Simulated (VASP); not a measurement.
# Ni (Im-3m) in VASP: further runs, part 4 of 4

VASP 6.6.1. Earlier steps stand in the parts before.

## (6) Single point, r2SCAN, collinear spin, ferromagnetic start

This run uses another cell than the first one, of 10.98 Å³/atom, 1.111 times its volume.

POSCAR reads:

```
Ni
1.0
   -1.4002437888      1.4002437888      1.4002437888
    1.4002437888     -1.4002437888      1.4002437888
    1.4002437888      1.4002437888     -1.4002437888
Ni
1
Direct
    0.0000000000      0.0000000000      0.0000000000
```

INCAR.step1 reads:

```
PREC = Accurate ; ENCUT = 520
ISMEAR = -1 ; SIGMA = 0.05
LREAL = False ; LASPH = True
NELM = 150 ; ISPIN = 2
MAGMOM = 1 ; LMAXMIX = 4
NBANDS = 15 ; GGA = PE
ALGO = Normal ; EDIFF = 1E-4
LWAVE = True ; LCHARG = False
```

INCAR.step2 reads:

```
PREC = Accurate ; ENCUT = 520
EDIFF = 1E-6 ; ISMEAR = -1
SIGMA = 0.05 ; LREAL = False
LASPH = True ; NELM = 150
ALGO = Normal ; ISIF = 2
LWAVE = False ; LCHARG = True
ISPIN = 2 ; MAGMOM = 1
LORBIT = 11 ; LMAXMIX = 4
METAGGA = R2SCAN ; LMIXTAU = True
LELF = True ; LVHAR = True
NBANDS = 15 ; ISTART = 1
```

KPOINTS reads:

```
regular mesh
0
Gamma
  28 28 28
```

Potentials or basis: VASP PAW PBE potentials, release 64 (Ni).

On the command line:

```
$ cat potpaw_PBE.64/Ni/POTCAR > POTCAR
$ cp INCAR.step1 INCAR
$ mpirun -np 1 vasp_std > vasp.out
$ cp INCAR.step2 INCAR
$ mpirun -np 1 vasp_std > vasp.out
```

OUTCAR:

```text
PREC = Accurate
   ENCUT = 520
   EDIFF = 1E-6
   ISMEAR = -1
   LREAL = False
   LASPH = True
   NELM = 150
   ISIF = 2
   ISPIN = 2
   LORBIT = 11
   METAGGA = R2SCAN
   ISTART = 1

 ion  position               nearest neighbor table
   1  0.000  0.000  0.000-

  LATTYP: Found a body centered cubic cell.
 ALAT       =     2.8004875776

  Lattice vectors:

 A1 = (  -1.4002437888,   1.4002437888,   1.4002437888)
 A2 = (   1.4002437888,  -1.4002437888,   1.4002437888)
 A3 = (   1.4002437888,   1.4002437888,  -1.4002437888)

Analysis of symmetry for initial positions (statically):
=====================================================================
 Subroutine PRICEL returns:
 Original cell was already a primitive cell.

 Routine SETGRP: Setting up the symmetry group for a
 body centered cubic supercell.

 Subroutine GETGRP returns: Found 48 space group operations
 (whereof 48 operations were pure point group operations)
 out of a pool of 48 trial point group operations.

The static configuration has the point symmetry O_h .

Analysis of symmetry for dynamics (positions and initial velocities):
=====================================================================
 Subroutine PRICEL returns:
 Original cell was already a primitive cell.

 Routine SETGRP: Setting up the symmetry group for a
 body centered cubic supercell.

 Subroutine GETGRP returns: Found 48 space group operations
 (whereof 48 operations were pure point group operations)
 out of a pool of 48 trial point group operations.

The dynamic configuration has the point symmetry O_h .

Analysis of structural, dynamic, and magnetic symmetry:
=====================================================================
 Subroutine PRICEL returns:
 Original cell was already a primitive cell.

 Routine SETGRP: Setting up the symmetry group for a
 body centered cubic supercell.

 Subroutine GETGRP returns: Found 48 space group operations
 (whereof 48 operations were pure point group operations)
 out of a pool of 48 trial point group operations.

The overall configuration has the point symmetry O_h .

 Subroutine INISYM returns: Found 48 space group operations
 (whereof 48 operations are pure point group operations),
 and found     1 'primitive' translations

----------------------------------------------------------------------------------------

                                     Primitive cell

  volume of cell :      10.9817

  direct lattice vectors                    reciprocal lattice vectors
    -1.400243789  1.400243789  1.400243789     0.000000000  0.357080677  0.357080677
     1.400243789 -1.400243789  1.400243789     0.357080677  0.000000000  0.357080677
     1.400243789  1.400243789 -1.400243789     0.357080677  0.357080677  0.000000000

  length of vectors
     2.425293385  2.425293385  2.425293385     0.504988336  0.504988336  0.504988336

  position of ions in fractional coordinates (direct lattice)
     0.000000000  0.000000000  0.000000000

  ion indices of the primitive-cell ions
   primitive index   ion index
                 1           1

----------------------------------------------------------------------------------------

 KPOINTS: regular mesh

Automatic generation of k-mesh.
 Grid dimensions read from file:
 generate k-points for:   28   28   28

 Generating k-lattice:

  Cartesian coordinates                     Fractional coordinates (reciprocal lattice)
[... 59 lines left out ...]
   NELM   =    150;   NELMIN=  2; NELMDL=  0     # of ELM steps
   EDIFF  = 0.1E-05   stopping-criterion for ELM
   LREAL  =      F    real-space projection
[... 7 lines left out ...]
   TEBEG  =    0.0;   TEEND  =   0.0 temperature during run
   PSTRESS=    0.0 pullay stress
   NELECT =      10.0000    total number of electrons
   NUPDOWN=      -1.0000    fix difference up-down
   EMIN   =  10.00;   EMAX   =-10.00  energy-range for DOS
   EFERMI =   0.00;   METHOD = LEGACY
   ISMEAR =    -1;   SIGMA  =   0.05  broadening in eV -4-tet -1-fermi 0-gaus
   EFERMI_NEDOS =   21; number of points for ismear=-14 and -15
   IALGO  =     38    algorithm
   IMIX   =      4    mixing-type and parameters
     AMIX     =   0.40;   BMIX     =  1.00
     AMIX_MAG =   1.60;   BMIX_MAG =  1.00
  volume/ion in A,a.u.               =      10.98        74.11
  Fermi-wavevector in a.u.,A,eV,Ry     =   1.586784  2.998587 34.257889  2.517884
  Thomas-Fermi vector in A             =   2.686042
   LORBIT       =     11    0 simple, 1 ext, 2 COOP (PROOUT), +10 PAW based schemes
   METAGGA = R2SCAN    functional components
   LHFCALC =     F    Hartree Fock is set to
   AEXX    =    0.0000 exact exchange contribution
   IVDW    =     0    specifies the selected vdW correction
   LEPSILON=     F    determine dielectric tensor
   LRPA    =     F    only Hartree local field effects (RPA)
 spin polarized calculation
  energy-cutoff  :      520.00
  volume of cell :       10.98
 maximum number of plane-waves:       321
   NGX =  9   NGY =  9   NGZ =  9

 number of electron       9.9999984 magnetization       0.6309349

 Free energy of the ion-electron system (eV)
  ---------------------------------------------------
  ext. energy  EPLUGINS =         0.00000000
  ---------------------------------------------------
  free energy    TOTEN  =       -11.82740655 eV

  energy without entropy =      -11.81755452  energy(sigma->0) =      -11.82248053

 E-fermi :   8.9958     XC(G=0): -14.2972

 val. band max:        8.9939481274   @ k =  -0.2500   0.3929   0.0714
 cond. band min:       8.9968779614   @ k =  -0.3571   0.4286   0.0357
 fundamental gap:      0.0029298340
 Fermi energy:         8.9958052157

 spin component 1

 k-point     1 :       0.0000    0.0000    0.0000
  band No.  band energies     occupation
      1      -0.1590      1.00000
      2       6.3670      1.00000
      3       6.3673      1.00000
      4       6.3673      1.00000
      5       7.8628      1.00000
      6       7.8628      1.00000
      7      36.3606      0.00000
      8      36.3608      0.00000
      9      36.3608      0.00000
     10      41.3196      0.00000
     11      41.3196      0.00000
     12      42.4706      0.00000
     13      42.4708      0.00000
     14      42.4708      0.00000
[... 403 lines left out ...]
      4       7.6693      1.00000
      5       7.9736      1.00000
      6       8.0717      1.00000
      7      20.5907      0.00000
      8      29.6636      0.00000
      9      31.1622      0.00000
     10      34.1509      0.00000
     11      37.5545      0.00000
     12      43.9369      0.00000
     13      46.5260      0.00000
     14      52.1874      0.00000
     15      54.1896      0.00000

 [... further k-points ...]

 spin component 2

 k-point     1 :       0.0000    0.0000    0.0000
  band No.  band energies     occupation
      1      -0.3457      1.00000
      2       7.5205      1.00000
      3       7.5206      1.00000
      4       7.5208      1.00000
      5       8.4821      0.99997
      6       8.4821      0.99997
      7      36.3176      0.00000
      8      36.3176      0.00000
      9      36.3177      0.00000
     10      41.3082      0.00000
     11      41.3082      0.00000
     12      42.8423      0.00000
     13      42.8423      0.00000
     14      42.8423      0.00000
[... 403 lines left out ...]
      4       8.5056      0.99994
      5       8.6143      0.99951
      6       9.3098      0.00187
      7      20.8446      0.00000
      8      29.6597      0.00000
      9      31.3972      0.00000
     10      34.3277      0.00000
     11      37.7496      0.00000
     12      44.1058      0.00000
     13      46.7450      0.00000
     14      54.4370      0.00000
     15      54.6374      0.00000

 [... further k-points ...]
[... 5 lines left out ...]
  --------------------------------------------------------------------------------------
  -------------------------------------------------------------------------------------
  Total       -0.4614600     -0.4614600     -0.4614600     -0.0000000      0.0000000      0.0000000
  in kB      -67.3245849    -67.3245849    -67.3245849     -0.0000000      0.0000000      0.0000000
  external PRESSURE =     -67.3245849 kB  Pullay stress =       0.0000000 kB

 VOLUME and BASIS-vectors are now :
 -----------------------------------------------------------------------------
  energy-cutoff  :      520.00
  volume of cell :       10.98
      direct lattice vectors                 reciprocal lattice vectors
    -1.400243789  1.400243789  1.400243789     0.000000000  0.357080677  0.357080677
     1.400243789 -1.400243789  1.400243789     0.357080677  0.000000000  0.357080677
     1.400243789  1.400243789 -1.400243789     0.357080677  0.357080677  0.000000000

 POSITION                                       TOTAL-FORCE (eV/Angst)
 -----------------------------------------------------------------------------------
      0.00000      0.00000      0.00000        -0.000000      0.000000     -0.000000
 -----------------------------------------------------------------------------------
    total drift:                                0.000000      0.000000      0.000000

  FREE ENERGIE OF THE ION-ELECTRON SYSTEM (eV)
  ---------------------------------------------------
  free  energy   TOTEN  =       -11.8274065456 eV

  energy  without entropy=      -11.8175545242  energy(sigma->0) =      -11.82248053

 total charge

# of ion       s       p       d       tot
------------------------------------------
    1        0.501   0.494   8.340   9.335

 magnetization (x)

# of ion       s       p       d       tot
------------------------------------------
    1       -0.008  -0.030   0.689   0.651
```

Wall time 9.3 min (1 thread of Intel Xeon Platinum 8259CL at 2.50GHz (Skylake/Cascade Lake), shared host); peak memory 0.26 GiB.

Results:

- Free energy: -11.8274 eV
- Pressure: -6.7 GPa
- Net moment: 0.63 μB per cell
- Site moments: Ni +0.65 μB
- Valence electrons inside the program's atomic spheres: Ni 9.34

Caveat: the PAW data sets were made with another functional, which shifts forces and pressure a little.

## (7) Summary

| task | level | cell | k mesh | cutoff (eV) | gap on the mesh (eV) | pressure (GPa) | moment (μB) |
| --- | --- | --- | --- | --- | --- | --- | --- |
| single point | PBE | a = 2.342 Å, angles 109.5°, 1 atom | 19 × 19 × 19 | 520 | none | 25.5 | 0.45 |
| single point | PBE | a = 2.425 Å, angles 109.5°, 1 atom | 19 × 19 × 19 | 520 | none | -0.1 | 0.53 |
| relaxation of cell and atoms | PBE | relaxed from a = 2.419 Å, angles 109.5°, 1 atom | 19 × 19 × 19 | 600 | none | 0.0 | 0.53 |
| single point | r2SCAN | a = 2.425 Å, angles 109.5°, 1 atom | 28 × 28 × 28 | 520 | none | -6.7 | 0.63 |

Alike in all rows: potentials or basis VASP PAW PBE potentials, release 64 (Ni); spin collinear, ferromagnetic start; smearing fermi-dirac 0.05 eV.

Caveats: the PAW data sets were made with another functional, which shifts forces and pressure a little (some runs).

Total energies depend on the potentials used, so only differences within one code and one set of settings carry meaning.
